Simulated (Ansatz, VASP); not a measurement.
**MgS: VASP beside Ansatz**

```xyz
4
Lattice="4.0346 0.0000 0.0000 -2.0173 3.4941 0.0000 0.0000 0.0000 6.4323" Properties=species:S:1:pos:R:3 pbc="T T T"
Mg    2.0173    1.1647    3.1888
Mg    0.0000    2.3294    6.4050
S    -0.4500    2.5544    2.4394
S     2.0173    1.1647    5.6556
```

Alike in both runs: task single point; functional PBE; k mesh 6 × 6 × 4; occupations gaussian, width 0.05 eV; no spin polarisation.

|  | VASP | Ansatz |
| --- | --- | --- |
| version | VASP 6.6.1 | Ansatz 0.2.0 |
| potentials or method | VASP PAW PBE potentials, release 64 (Mg, S), cutoff 520 eV | scalar-relativistic, plane waves, PAW |
| valence electrons in the cell | 16 | 32 |

```tsv
	VASP	Ansatz	Ansatz less VASP
gap on the k mesh at the Fermi level (eV)	3.08	3.09	+0.004
least direct gap on the mesh (eV)	3.08	3.09	+0.004
pressure (GPa)	3.0	3.1	+0.12
traceless stress, the component that is largest in VASP (GPa)	4.70	4.68	-0.017
rms of the force components (eV/Å)	0.712	0.709	-0.0033
```

Atom by atom the forces differ by 0.004 eV/Å (rms over components). The functional is the same, so the differences come from potentials, cutoffs and numerics. VASP's potentials hold 16 valence electrons a cell and Ansatz's 32, so a difference there can come from the potentials and not from the codes.
